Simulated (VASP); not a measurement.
Runs of VASP 6.6.1 on AlN. The structure is that of space group Fm-3m (No. 225), or close to it. The cells are those of the table. 

```csv
cell,gap on the mesh (eV),pressure (GPa)
"a = 2.803 Å, angles 60.0°, 2 atoms",5.04,(a)
"a = 2.821 Å, angles 60.0°, 2 atoms",4.85,5.1
"a = 2.785 Å, angles 60.0°, 2 atoms",5.04,17.7
"a = 2.747 Å, angles 60.0°, 2 atoms",4.95,33.0
"a = 2.728 Å, angles 60.0°, 2 atoms",4.90,(b)
```

Alike in all rows: task single point; level LDA; potentials or basis VASP PAW LDA potentials, release 64 (Al, N); no spin polarisation; k mesh 8 × 8 × 8; cutoff (eV) 600; smearing gaussian 0.01 eV.

**Question.** Fill in the values left out.

**Answer.** (a) 11.1; (b) 41.8.

A k mesh can miss the band edges.
